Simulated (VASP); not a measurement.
# TiSi2 (Immm) in VASP: a series of runs, part 2 of 3

VASP 6.6.1. Earlier steps stand in the parts before.

### 4 Single point, PBE-based screened hybrid with 25 % exact exchange

Input file POSCAR:

```
TiSi2
1.0
   -1.4728720000      1.7121300000      4.2120830000
    1.4728720000     -1.7121300000      4.2120830000
    1.4728720000      1.7121300000     -4.2120830000
Ti Si
1 2
Direct
    0.0000000000      0.0000000000      0.0000000000
    0.6700780000      0.6700780000      0.0000000000
    0.3299220000      0.3299220000      0.0000000000
```

Input file INCAR.step1:

```
PREC = Accurate
ENCUT = 520
EDIFF = 1E-5
ISMEAR = -1
SIGMA = 0.05
LREAL = False
LASPH = True
NELM = 80
ALGO = Normal
ISIF = 2
LWAVE = True
GGA = PE
NBANDS = 17
LUSENCCL = False
```

Input file INCAR.step2:

```
PREC = Accurate
ENCUT = 520
EDIFF = 1E-6
ISMEAR = -1
SIGMA = 0.05
LREAL = False
LASPH = True
NELM = 80
ALGO = Normal
ISIF = 2
LWAVE = False
LCHARG = True
GGA = PE
LHFCALC = True
AEXX = 0.25
HFSCREEN = 0.2
PRECFOCK = Normal
LELF = True
LVHAR = True
ISTART = 1
NBANDS = 17
LUSENCCL = False
```

Input file KPOINTS:

```
regular mesh
0
Gamma
  6 6 6
```

Potentials or basis: VASP PAW PBE potentials, release 64 (Ti_sv, Si).

Launch:

```bash
cat potpaw_PBE.64/Ti_sv/POTCAR potpaw_PBE.64/Si/POTCAR > POTCAR
cp INCAR.step1 INCAR
mpirun -np 1 vasp_std > vasp.out
cp INCAR.step2 INCAR
mpirun -np 1 vasp_std > vasp.out
```

OUTCAR:

```text
PREC = Accurate
   ENCUT = 520
   EDIFF = 1E-6
   ISMEAR = -1
   LREAL = False
   LASPH = True
   NELM = 80
   ISIF = 2
   GGA = PE
   LHFCALC = True
   AEXX = 0.25
   HFSCREEN = 0.2
   PRECFOCK = Normal
   ISTART = 1

 ion  position               nearest neighbor table
   1  0.000  0.000  0.000-   2 2.67   2 2.67   2 2.67   3 2.67   2 2.67   3 2.67   3 2.67   3 2.67
                             2 2.78   3 2.78
   2  0.670  0.670  0.000-   3 2.63   3 2.63   3 2.63   3 2.63   1 2.67   1 2.67   1 2.67   1 2.67
                             1 2.78   3 2.87
   3  0.330  0.330  0.000-   2 2.63   2 2.63   2 2.63   2 2.63   1 2.67   1 2.67   1 2.67   1 2.67
                             1 2.78   2 2.87

  LATTYP: Found a body centered orthorhombic cell.
 ALAT       =     2.9457440000
 B/A-ratio  =     1.1624431723
 C/A-ratio  =     2.8597753233

  Lattice vectors:

 A1 = (  -1.4728720000,   1.7121300000,   4.2120830000)
 A2 = (   1.4728720000,  -1.7121300000,   4.2120830000)
 A3 = (   1.4728720000,   1.7121300000,  -4.2120830000)

Analysis of symmetry for initial positions (statically):
[... 175 lines left out ...]
  ---------------------------------------------------
  ext. energy  EPLUGINS =         0.00000000
  ---------------------------------------------------
  free energy    TOTEN  =       -23.22048261 eV

  energy without entropy =      -23.21023248  energy(sigma->0) =      -23.21535754

 E-fermi :   9.9545     XC(G=0):  -9.5791

 val. band max:        9.9198646410   @ k =  -0.3333   0.5000   0.1667
 cond. band min:      10.0161624934   @ k =   0.3333   0.1667   0.0000
 fundamental gap:      0.0962978524
 Fermi energy:         9.9545226605

 k-point     1 :       0.0000    0.0000    0.0000
  band No.  band energies     occupation
      1     -51.2021      2.00000
      2     -25.8968      2.00000
      3     -25.8896      2.00000
      4     -25.5968      2.00000
      5      -4.2946      2.00000
      6       4.4239      2.00000
[... 457 lines left out ...]
      4     -25.8346      2.00000
      5       1.4838      2.00000
      6       2.1988      2.00000
[... 9 lines left out ...]
     16      15.8691      0.00000
     17      17.0271      0.00000

 [... further k-points ...]
[... 5 lines left out ...]
  --------------------------------------------------------------------------------------
  -------------------------------------------------------------------------------------
  Total       -0.3036546     -0.9966871     -1.3087944      0.0000000      0.0000000      0.0000000
  in kB      -11.4506947    -37.5846735    -49.3541150      0.0000000      0.0000000      0.0000000
  external PRESSURE =     -32.7964944 kB  Pullay stress =       0.0000000 kB

 VOLUME and BASIS-vectors are now :
 -----------------------------------------------------------------------------
  energy-cutoff  :      520.00
  volume of cell :       42.49
      direct lattice vectors                 reciprocal lattice vectors
    -1.472872000  1.712130000  4.212083000     0.000000000  0.292033899  0.118706113
     1.472872000 -1.712130000  4.212083000     0.339472812  0.000000000  0.118706113
     1.472872000  1.712130000 -4.212083000     0.339472812  0.292033899  0.000000000

 POSITION                                       TOTAL-FORCE (eV/Angst)
 -----------------------------------------------------------------------------------
      0.00000      0.00000      0.00000         0.000000      0.000000      0.000000
      0.00000      0.00000      5.64485        -0.000000     -0.000000      0.175316
      0.00000      0.00000      2.77932         0.000000     -0.000000     -0.175316
 -----------------------------------------------------------------------------------
    total drift:                               -0.000000      0.000002     -0.000000

  FREE ENERGIE OF THE ION-ELECTRON SYSTEM (eV)
  ---------------------------------------------------
  free  energy   TOTEN  =       -23.2204826066 eV

  energy  without entropy=      -23.2102324769  energy(sigma->0) =      -23.21535754
```

OUTCAR.step1:

```text
PREC = Accurate
   ENCUT = 520
   EDIFF = 1E-5
   ISMEAR = -1
   LREAL = False
   LASPH = True
[... 708 lines left out ...]
      0.00000      0.00000      0.00000         0.000000      0.000000      0.000000
      0.00000      0.00000      5.64485        -0.000000      0.000000      0.168469
      0.00000      0.00000      2.77932         0.000000      0.000000     -0.168469
 -----------------------------------------------------------------------------------
    total drift:                               -0.000000      0.000000     -0.000000

  FREE ENERGIE OF THE ION-ELECTRON SYSTEM (eV)
  ---------------------------------------------------
  free  energy   TOTEN  =       -19.8520076141 eV

  energy  without entropy=      -19.8375127441  energy(sigma->0) =      -19.84476018
```

OSZICAR.step1:

```text
N       E                     dE             d eps       ncg     rms          rms(c)
DAV:   1     0.130084730741E+03    0.13008E+03   -0.97572E+03  1564   0.120E+03
DAV:   2    -0.132404904124E+02   -0.14333E+03   -0.13989E+03  1603   0.311E+02
DAV:   3    -0.215164100067E+02   -0.82759E+01   -0.81433E+01  2435   0.703E+01
DAV:   4    -0.217161958900E+02   -0.19979E+00   -0.19922E+00  1899   0.100E+01
DAV:   5    -0.217227674001E+02   -0.65715E-02   -0.65703E-02  2479   0.172E+00    0.124E+01
DAV:   6    -0.203214491510E+02    0.14013E+01   -0.16450E+01  2054   0.345E+01    0.536E+00
DAV:   7    -0.199025570644E+02    0.41889E+00   -0.38342E+00  2003   0.158E+01    0.353E+00
DAV:   8    -0.198709582102E+02    0.31599E-01   -0.57608E-01  1897   0.673E+00    0.121E+00
DAV:   9    -0.198532408076E+02    0.17717E-01   -0.18838E-01  1887   0.397E+00    0.404E-01
DAV:  10    -0.198520040507E+02    0.12368E-02   -0.82194E-03  1960   0.715E-01    0.148E-01
DAV:  11    -0.198521203071E+02   -0.11626E-03   -0.27719E-03  2140   0.413E-01    0.126E-01
DAV:  12    -0.198520091353E+02    0.11117E-03   -0.77301E-04  1893   0.248E-01    0.137E-02
DAV:  13    -0.198520076141E+02    0.15212E-05   -0.16392E-05  1310   0.381E-02
   1 F= -.19852008E+02 E0= -.19844760E+02  d E =-.144949E-01
```

It took 22 min on 1 × NVIDIA H100 80GB with 1 thread of AMD EPYC 7R13 (Zen 3), shared host; peak memory 1.3 GiB.

What came out:

```yaml
Free_energy: -23.2205 eV
Pressure: -3.3 GPa
Largest_force: 0.175 eV/Å
Band_gap_on_the_k_mesh: zero (bands 10 and 11 overlap by 3.04 eV)
```

Forces in eV/Å, atoms in the order of the input:
```
Ti   0.000  0.000  0.000
Si   0.000  0.000  0.175
Si   0.000  0.000 -0.175
```

Stress tensor (GPa, compression positive):
```
-1.15  0.00  0.00
 0.00 -3.76  0.00
 0.00  0.00 -4.94
```

Caveat: the k points lie up to 0.38 Å⁻¹ apart, too coarse for converged energies and pressures of a metal; the PAW data sets were made with another functional, which shifts forces and pressure a little.

### 5 Single point, PBE-based screened hybrid with 25 % exact exchange

POSCAR is that of step 4.

Input file INCAR.step1:

```
SYSTEM = TiSi2
PREC = Accurate
ENCUT = 520
EDIFF = 1E-5
ISMEAR = -1
SIGMA = 0.05
LREAL = .False.
LASPH = .True.
NELM = 80
ALGO = Normal
ISIF = 2
LWAVE = .True.
LCHARG = .False.
GGA = PE
NBANDS = 17
LUSENCCL = .False.
```

Input file INCAR.step2:

```
SYSTEM = TiSi2
PREC = Accurate
ENCUT = 520
EDIFF = 1E-7
ISMEAR = -1
SIGMA = 0.05
LREAL = .False.
LASPH = .True.
NELM = 80
ALGO = Normal
ISIF = 2
LWAVE = .False.
LCHARG = .False.
GGA = PE
LHFCALC = .True.
AEXX = 0.25
HFSCREEN = 0.3
PRECFOCK = Normal
ISTART = 1
NBANDS = 17
LUSENCCL = .False.
```

Input file KPOINTS:

```
regular mesh
0
Gamma
  6 6 6
  0 0 0
```

Potentials or basis: VASP PAW PBE potentials, release 64 (Ti_sv, Si).

Launch:

```bash
cat potpaw_PBE.64/Ti_sv/POTCAR potpaw_PBE.64/Si/POTCAR > POTCAR
cp INCAR.step1 INCAR
mpirun -np 1 vasp_std > vasp.out
cp INCAR.step2 INCAR
mpirun -np 1 vasp_std > vasp.out
```

OUTCAR:

```text
SYSTEM = TiSi2
   PREC = Accurate
   ENCUT = 520
   EDIFF = 1E-7
   ISMEAR = -1
   LREAL = .False.
   LASPH = .True.
   NELM = 80
   ISIF = 2
   GGA = PE
   LHFCALC = .True.
   AEXX = 0.25
   HFSCREEN = 0.3
   PRECFOCK = Normal
   ISTART = 1

 ion  position               nearest neighbor table
   1  0.000  0.000  0.000-   2 2.67   2 2.67   2 2.67   3 2.67   2 2.67   3 2.67   3 2.67   3 2.67
                             2 2.78   3 2.78
   2  0.670  0.670  0.000-   3 2.63   3 2.63   3 2.63   3 2.63   1 2.67   1 2.67   1 2.67   1 2.67
                             1 2.78   3 2.87
   3  0.330  0.330  0.000-   2 2.63   2 2.63   2 2.63   2 2.63   1 2.67   1 2.67   1 2.67   1 2.67
                             1 2.78   2 2.87

  LATTYP: Found a body centered orthorhombic cell.
 ALAT       =     2.9457440000
 B/A-ratio  =     1.1624431723
 C/A-ratio  =     2.8597753233

  Lattice vectors:

 A1 = (  -1.4728720000,   1.7121300000,   4.2120830000)
 A2 = (   1.4728720000,  -1.7121300000,   4.2120830000)
 A3 = (   1.4728720000,   1.7121300000,  -4.2120830000)

Analysis of symmetry for initial positions (statically):
=====================================================================
 Subroutine PRICEL returns:
 Original cell was already a primitive cell.

 Routine SETGRP: Setting up the symmetry group for a
 body centered orthorhombic supercell.

 Subroutine GETGRP returns: Found  8 space group operations
 (whereof  8 operations were pure point group operations)
 out of a pool of  8 trial point group operations.

The static configuration has the point symmetry D_2h.

Analysis of symmetry for dynamics (positions and initial velocities):
=====================================================================
 Subroutine PRICEL returns:
 Original cell was already a primitive cell.

 Routine SETGRP: Setting up the symmetry group for a
 body centered orthorhombic supercell.

 Subroutine GETGRP returns: Found  8 space group operations
 (whereof  8 operations were pure point group operations)
 out of a pool of  8 trial point group operations.

The dynamic configuration has the point symmetry D_2h.

 Subroutine INISYM returns: Found  8 space group operations
 (whereof  8 operations are pure point group operations),
 and found     1 'primitive' translations

----------------------------------------------------------------------------------------

                                     Primitive cell

  volume of cell :      42.4873

  direct lattice vectors                    reciprocal lattice vectors
    -1.472872000  1.712130000  4.212083000     0.000000000  0.292033899  0.118706113
     1.472872000 -1.712130000  4.212083000     0.339472812  0.000000000  0.118706113
     1.472872000  1.712130000 -4.212083000     0.339472812  0.292033899  0.000000000

  length of vectors
     4.779370698  4.779370698  4.779370698     0.315237909  0.359628880  0.447800836

[... 30 lines left out ...]
     0.000000000  0.000000000  0.000000000

 Subroutine IBZKPT returns following result:
 ===========================================

 Found     46 irreducible k-points:

 Following reciprocal coordinates:
            Coordinates               Weight
  0.000000  0.000000  0.000000      1.000000
  0.166667  0.000000  0.000000      4.000000
  0.333333  0.000000  0.000000      4.000000
  0.500000  0.000000  0.000000      2.000000
  0.000000  0.166667  0.000000      4.000000
  0.166667  0.166667  0.000000      8.000000
[... 16 lines left out ...]
 -0.166667  0.166667  0.166667      2.000000
  0.166667  0.333333  0.166667      4.000000
 [... further k-points ...]
   k-points           NKPTS =     46   k-points in BZ     NKDIM =    216   number of bands    NBANDS=     17
   number of dos      NEDOS =    301   number of ions     NIONS =      3
   total plane-waves  NPLWV =  46656
   dimension x,y,z NGX =    36 NGY =   36 NGZ =   36
   dimension x,y,z NGXF=    72 NGYF=   72 NGZF=   72
   ions per type =               1   2
   NGX,Y,Z   is equivalent  to a cutoff of  12.52, 12.52, 12.52 a.u.
   NGXF,Y,Z  is equivalent  to a cutoff of  25.04, 25.04, 25.04 a.u.
 SYSTEM =  TiSi2
   PREC   = accura    normal or accurate (medium, high low for compatibility)
   ISTART =      1    job   : 0-new  1-cont  2-samecut
   ICHARG =      0    charge: 1-file 2-atom 10-const
   ISPIN  =      1    spin polarized calculation?
   LNONCOLLINEAR =      F non collinear calculations
   LSORBIT =      F    spin-orbit coupling
   LASPH  =      T    aspherical Exc in radial PAW
   ENCUT  =  520.0 eV  38.22 Ry    6.18 a.u.   8.89  8.89  8.89*2*pi/ulx,y,z
   NELM   =     80;   NELMIN=  2; NELMDL=  0     # of ELM steps
   EDIFF  = 0.1E-06   stopping-criterion for ELM
   LREAL  =      F    real-space projection
   EDIFFG = 0.1E-05   stopping-criterion for IOM
   NSW    =      0    number of steps for IOM
   IBRION =     -1    ionic relax: 0-MD 1-quasi-New 2-CG
   NFREE  =      0    steps in history (QN), initial steepest desc. (CG)
   ISIF   =      2    stress and relaxation
   ISYM   =      3    0-nonsym 1-usesym 2-fastsym
   POTIM  = 0.5000    time-step for ionic-motion
   TEBEG  =    0.0;   TEEND  =   0.0 temperature during run
   PSTRESS=    0.0 pullay stress
   NELECT =      20.0000    total number of electrons
   NUPDOWN=      -1.0000    fix difference up-down
   EMIN   =  10.00;   EMAX   =-10.00  energy-range for DOS
   EFERMI =   0.00;   METHOD = LEGACY
   ISMEAR =    -1;   SIGMA  =   0.05  broadening in eV -4-tet -1-fermi 0-gaus
   EFERMI_NEDOS =   21; number of points for ismear=-14 and -15
   IALGO  =     38    algorithm
   IMIX   =      1    mixing-type and parameters
     AMIX     =   0.40;   BMIX     =  1.00
     AMIX_MAG =   1.60;   BMIX_MAG =  1.00
  volume/ion in A,a.u.               =      14.16        95.57
  Fermi-wavevector in a.u.,A,eV,Ry     =   1.273499  2.406564 22.065925  1.621800
  Thomas-Fermi vector in A             =   2.406319
   LORBIT       =      0    0 simple, 1 ext, 2 COOP (PROOUT), +10 PAW based schemes
   GGA     = PE    functional components
   LHFCALC =     T    Hartree Fock is set to
   PRECFOCK=normal    Normal, Fast or Accurate (Low or Medium for compatibility)
   ENCUT4O =  -1.0   cutoff for four orbital integrals eV
   NKREDX  =     1    reduce k-point grid by
   NKREDY  =     1    reduce k-point grid by
   NKREDZ  =     1    reduce k-point grid by
   AEXX    =    0.2500 exact exchange contribution
   HFSCREEN=    0.3000 screening length (either q_TF or 0.3 A-1)
   HFSCREENC=   0.3000 screening length for correlation (either q_TF or 0.3 A-1)
   ENCUTFOCK=  -1.0 apply spherical cutoff to Coloumb kernel
   IVDW    =     0    specifies the selected vdW correction
   LEPSILON=     F    determine dielectric tensor
   LRPA    =     F    only Hartree local field effects (RPA)
 non-spin polarized calculation
  energy-cutoff  :      520.00
  volume of cell :       42.49
 maximum number of plane-waves:      1170
  NGX = 28; NGY = 28; NGZ = 28

 number of electron      19.9999998 magnetization

 Free energy of the ion-electron system (eV)
  ---------------------------------------------------
  ext. energy  EPLUGINS =         0.00000000
  ---------------------------------------------------
  free energy    TOTEN  =       -22.47716629 eV

  energy without entropy =      -22.46534927  energy(sigma->0) =      -22.47125778

 E-fermi :   9.9638     XC(G=0):  -9.7505

 val. band max:        9.9544631959   @ k =  -0.3333   0.5000   0.1667
 cond. band min:      10.0066495094   @ k =   0.3333   0.1667   0.0000
 fundamental gap:      0.0521863136
 Fermi energy:         9.9637564154

 k-point     1 :       0.0000    0.0000    0.0000
  band No.  band energies     occupation
      1     -50.9739      2.00000
      2     -25.6778      2.00000
      3     -25.6710      2.00000
      4     -25.3807      2.00000
      5      -4.0637      2.00000
      6       4.6070      2.00000
[... 457 lines left out ...]
      4     -25.6167      2.00000
      5       1.6886      2.00000
      6       2.4044      2.00000
[... 9 lines left out ...]
     16      15.7263      0.00000
     17      16.8785      0.00000

 [... further k-points ...]
[... 5 lines left out ...]
  --------------------------------------------------------------------------------------
  -------------------------------------------------------------------------------------
  Total       -0.0664230     -0.9225966     -1.1874977      0.0000000      0.0000000      0.0000000
  in kB       -2.5047853    -34.7907494    -44.7800634      0.0000000      0.0000000      0.0000000
  external PRESSURE =     -27.3585327 kB  Pullay stress =       0.0000000 kB

 VOLUME and BASIS-vectors are now :
 -----------------------------------------------------------------------------
  energy-cutoff  :      520.00
  volume of cell :       42.49
      direct lattice vectors                 reciprocal lattice vectors
    -1.472872000  1.712130000  4.212083000     0.000000000  0.292033899  0.118706113
     1.472872000 -1.712130000  4.212083000     0.339472812  0.000000000  0.118706113
     1.472872000  1.712130000 -4.212083000     0.339472812  0.292033899  0.000000000

 POSITION                                       TOTAL-FORCE (eV/Angst)
 -----------------------------------------------------------------------------------
      0.00000      0.00000      0.00000         0.000000      0.000000      0.000000
      0.00000      0.00000      5.64485         0.000000      0.000000      0.177373
      0.00000      0.00000      2.77932        -0.000000      0.000000     -0.177373
 -----------------------------------------------------------------------------------
    total drift:                               -0.000000     -0.000000     -0.000001

  FREE ENERGIE OF THE ION-ELECTRON SYSTEM (eV)
  ---------------------------------------------------
  free  energy   TOTEN  =       -22.4771662945 eV

  energy  without entropy=      -22.4653492739  energy(sigma->0) =      -22.47125778
```

Run time: 28 min. Hardware: 1 × NVIDIA H100 80GB with 1 thread of AMD EPYC 7R13 (Zen 3), shared host; peak memory 1.3 GiB.

Results:

| Quantity | Value |
| --- | --- |
| Free energy | -22.4772 eV |
| Pressure | -2.7 GPa |
| Largest force | 0.177 eV/Å |
| Band gap on the k mesh | zero (bands 10 and 11 overlap by 2.80 eV) |

Forces on the atoms (eV/Å):
```
Ti   0.000  0.000  0.000
Si   0.000  0.000  0.177
Si   0.000  0.000 -0.177
```

Stress tensor (GPa, compression positive):
```
-0.25  0.00  0.00
 0.00 -3.48  0.00
 0.00  0.00 -4.48
```

Caveat: the k points lie up to 0.38 Å⁻¹ apart, too coarse for converged energies and pressures of a metal; the PAW data sets were made with another functional, which shifts forces and pressure a little.

(Part 2 of 3 ends here.)

The gap in the log of VASP goes by the Fermi energy; the results here count the filled bands.